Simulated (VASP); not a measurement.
# GaN (Cmm2) in VASP: single point with LDA

Aim: the single point of GaN with LDA.

Program: VASP 6.6.1. These are calculated values, not measurements. Logs are shortened: lines on timing, memory, paths and dates and some standing lists are left out, and cuts for length are marked.

## Step 1: The cell of the first run

Symmetry: Cmm2, No. 35, orthorhombic system. Conventional cell: a = 6.374 Å, b = 6.374 Å, c = 4.507 Å, α = 90.00°, β = 90.00°, γ = 90.00°. Within 2.5 Å of Ga (site symmetry mm2) lie 4 N at 1.88 to 2.02 Å. Ga (site symmetry mm2) has 4 N at 1.95 Å within 2.6 Å. Within 2.6 Å of Ga (site symmetry 2) lie 4 N at 1.95 Å. Within 2.5 Å of N (site symmetry m) lie 4 Ga at 1.88 to 1.95 Å. Within 2.6 Å of N (site symmetry m) lie 4 Ga at 1.95 to 2.02 Å.

## Step 2: Single point, LDA (atom 1 (Ga) moved -0.120 Å along Cartesian [0 0 1])

INCAR

```
SYSTEM = GaN
PREC = Accurate ; ENCUT = 520
EDIFF = 1E-7 ; ISMEAR = 0
SIGMA = 0.05 ; LREAL = .FALSE.
LASPH = .TRUE. ; NELM = 80
ALGO = Normal ; ISIF = 2
LWAVE = .FALSE. ; LCHARG = .FALSE.
GGA = CA ; NBANDS = 46
```

KPOINTS

```
regular mesh
0
G
  6 6 6
  0 0 0
```

POSCAR

```
GaN
1.0
    4.5070012150      0.0000000000      0.0000000000
    0.0000000000     -4.5070012150      0.0000000000
    0.0000000000      0.0000000000     -4.5070012150
Ga N
4 4
Direct
    0.0000000000      0.5000000000      0.5266252424
    0.5000000000      0.0000000000      0.5000000000
    0.5000000000      0.5000000000      0.0000000000
    0.0000000000      0.0000000000      0.0000000000
    0.7500000000      0.7500000000      0.7500000000
    0.2500000000      0.2500000000      0.7500000000
    0.2500000000      0.7500000000      0.2500000000
    0.7500000000      0.2500000000      0.2500000000
```

Potentials or basis: VASP PAW LDA potentials, release 64 (Ga_d, N).

Started as:

```sh
> cat potpaw_LDA.64/Ga_d/POTCAR potpaw_LDA.64/N/POTCAR > POTCAR
> mpirun -np 1 vasp_std > vasp.out
```

OUTCAR:

```text
SYSTEM = GaN
   PREC = Accurate
   ENCUT = 520
   EDIFF = 1E-7
   ISMEAR = 0
   LREAL = .FALSE.
   LASPH = .TRUE.
   NELM = 80
   ISIF = 2
   GGA = CA

 ion  position               nearest neighbor table
   1  0.000  0.500  0.527-   5 1.88   6 1.88   7 2.02   8 2.02
   2  0.500  0.000  0.500-   5 1.95   6 1.95   7 1.95   8 1.95
   3  0.500  0.500  0.000-   5 1.95   6 1.95   7 1.95   8 1.95
   4  0.000  0.000  0.000-   5 1.95   6 1.95   7 1.95   8 1.95
   5  0.750  0.750  0.750-   1 1.88   2 1.95   3 1.95   4 1.95
   6  0.250  0.250  0.750-   1 1.88   2 1.95   3 1.95   4 1.95
   7  0.250  0.750  0.250-   2 1.95   3 1.95   4 1.95   1 2.02
   8  0.750  0.250  0.250-   2 1.95   3 1.95   4 1.95   1 2.02

  LATTYP: Found a simple cubic cell.
 ALAT       =     4.5070012150

  Lattice vectors:

 A1 = (   4.5070012150,   0.0000000000,   0.0000000000)
 A2 = (   0.0000000000,  -4.5070012150,   0.0000000000)
 A3 = (   0.0000000000,   0.0000000000,  -4.5070012150)

Analysis of symmetry for initial positions (statically):
=====================================================================
 Subroutine PRICEL returns:
 Original cell was already a primitive cell.

 Routine SETGRP: Setting up the symmetry group for a
 simple cubic supercell.

 Subroutine GETGRP returns: Found  4 space group operations
 (whereof  2 operations were pure point group operations)
 out of a pool of 48 trial point group operations.

The static configuration has the point symmetry C_2 .
 The point group associated with its full space group is C_2v.

Analysis of symmetry for dynamics (positions and initial velocities):
=====================================================================
 Subroutine PRICEL returns:
 Original cell was already a primitive cell.

 Routine SETGRP: Setting up the symmetry group for a
 simple cubic supercell.

 Subroutine GETGRP returns: Found  4 space group operations
 (whereof  2 operations were pure point group operations)
 out of a pool of 48 trial point group operations.

The dynamic configuration has the point symmetry C_2 .
 The point group associated with its full space group is C_2v.

 Subroutine INISYM returns: Found  4 space group operations
 (whereof  2 operations are pure point group operations),
 and found     1 'primitive' translations

----------------------------------------------------------------------------------------

[... 109 lines left out ...]
   NFREE  =      0    steps in history (QN), initial steepest desc. (CG)
   ISIF   =      2    stress and relaxation
   ISYM   =      2    0-nonsym 1-usesym 2-fastsym
   POTIM  = 0.5000    time-step for ionic-motion
   TEBEG  =    0.0;   TEEND  =   0.0 temperature during run
   PSTRESS=    0.0 pullay stress
   NELECT =      72.0000    total number of electrons
   NUPDOWN=      -1.0000    fix difference up-down
   EMIN   =  10.00;   EMAX   =-10.00  energy-range for DOS
   EFERMI =   0.00;   METHOD = LEGACY
   ISMEAR =     0;   SIGMA  =   0.05  broadening in eV -4-tet -1-fermi 0-gaus
   EFERMI_NEDOS =   21; number of points for ismear=-14 and -15
   IALGO  =     38    algorithm
   IMIX   =      4    mixing-type and parameters
     AMIX     =   0.40;   BMIX     =  1.00
     AMIX_MAG =   1.60;   BMIX_MAG =  1.00
  volume/ion in A,a.u.               =      11.44        77.23
  Fermi-wavevector in a.u.,A,eV,Ry     =   1.511117  2.855596 31.068543  2.283473
  Thomas-Fermi vector in A             =   2.621216
   LORBIT       =      0    0 simple, 1 ext, 2 COOP (PROOUT), +10 PAW based schemes
   GGA     = CA    functional components
   LHFCALC =     F    Hartree Fock is set to
   AEXX    =    0.0000 exact exchange contribution
   IVDW    =     0    specifies the selected vdW correction
   LEPSILON=     F    determine dielectric tensor
   LRPA    =     F    only Hartree local field effects (RPA)
 non-spin polarized calculation
 Gauss-broadening in eV      SIGMA  =   0.05
  energy-cutoff  :      520.00
  volume of cell :       91.55
 maximum number of plane-waves:      2517
 NGX is ok and might be reduce to    36
   NGX = 17   NGY = 17   NGZ = 17

 number of electron      72.0000031 magnetization

 Free energy of the ion-electron system (eV)
  ---------------------------------------------------
  ext. energy  EPLUGINS =         0.00000000
  ---------------------------------------------------
  free energy    TOTEN  =       -55.60769518 eV

  energy without entropy =      -55.60769518  energy(sigma->0) =      -55.60769518

 E-fermi :   5.3462     XC(G=0): -12.1177

 val. band max:        5.1012178074   @ k =   0.0000   0.0000   0.0000
 cond. band min:       6.7564662101   @ k =   0.0000   0.0000   0.0000
 fundamental gap:      1.6552484027
 Fermi energy:         5.3461800369

 k-point     1 :       0.0000    0.0000    0.0000
  band No.  band energies     occupation
      1     -10.8288      2.00000
      2      -9.9395      2.00000
      3      -9.7589      2.00000
      4      -9.6408      2.00000
      5      -8.5464      2.00000
      6      -8.5352      2.00000
[... 1165 lines left out ...]
     45      14.2163      0.00000
     46      14.3596      0.00000

 [... further k-points ...]

------------------------ aborting loop because EDIFF is reached ----------------------------------------

  FORCE on cell =-STRESS in cart. coord.  units (eV):
  Direction    XX          YY          ZZ          XY          YZ          ZX
  --------------------------------------------------------------------------------------
  -------------------------------------------------------------------------------------
  Total       -2.7928409     -2.7928409     -3.1944204      0.9144805      0.0000000      0.0000000
  in kB      -48.8757863    -48.8757863    -55.9035804     16.0037589      0.0000000      0.0000000
  external PRESSURE =     -51.2183843 kB  Pullay stress =       0.0000000 kB

 VOLUME and BASIS-vectors are now :
 -----------------------------------------------------------------------------
  energy-cutoff  :      520.00
  volume of cell :       91.55
      direct lattice vectors                 reciprocal lattice vectors
     4.507001215  0.000000000  0.000000000     0.221877020  0.000000000  0.000000000
     0.000000000 -4.507001215  0.000000000     0.000000000 -0.221877020  0.000000000
     0.000000000  0.000000000 -4.507001215     0.000000000  0.000000000 -0.221877020

 POSITION                                       TOTAL-FORCE (eV/Angst)
 -----------------------------------------------------------------------------------
      0.00000     -2.25350     -2.37350         0.000000      0.000000      2.069620
      2.25350      0.00000     -2.25350         0.000000      0.000000      0.377559
      2.25350     -2.25350      0.00000         0.000000      0.000000     -0.514044
      0.00000      0.00000      0.00000         0.000000      0.000000     -0.514044
      3.38025     -3.38025     -3.38025        -0.327650     -0.327650     -0.399181
      1.12675     -1.12675     -3.38025         0.327650      0.327650     -0.399181
      1.12675     -3.38025     -1.12675        -0.190709      0.190709     -0.310364
      3.38025     -1.12675     -1.12675         0.190709     -0.190709     -0.310364
 -----------------------------------------------------------------------------------
    total drift:                                0.000000     -0.000000      0.000260

  FREE ENERGIE OF THE ION-ELECTRON SYSTEM (eV)
  ---------------------------------------------------
  free  energy   TOTEN  =       -55.6076951800 eV

  energy  without entropy=      -55.6076951800  energy(sigma->0) =      -55.60769518
```

Wall time 5.2 min (1 thread of Intel Xeon 8259CL, shared host); peak memory 0.28 GiB.

What came out:

- Free energy: -55.6077 eV
- Pressure: -5.1 GPa
- Largest force: 2.070 eV/Å
- Band gap on the k mesh: 1.66 eV

Forces in eV/Å, atoms in the order of the input:
```
Ga   0.000  0.000  2.070
Ga   0.000  0.000  0.378
Ga   0.000  0.000 -0.514
Ga   0.000  0.000 -0.514
N   -0.328 -0.328 -0.399
N    0.328  0.328 -0.399
N   -0.191  0.191 -0.310
N    0.191 -0.191 -0.310
```

Caveat: the cell differs from its parent crystal (atom 1 (Ga) moved -0.120 Å along Cartesian [0 0 1]); the cell stands under tension; forces of over 1 eV/Å act on the atoms, so gaps and moduli don't describe the material at rest.
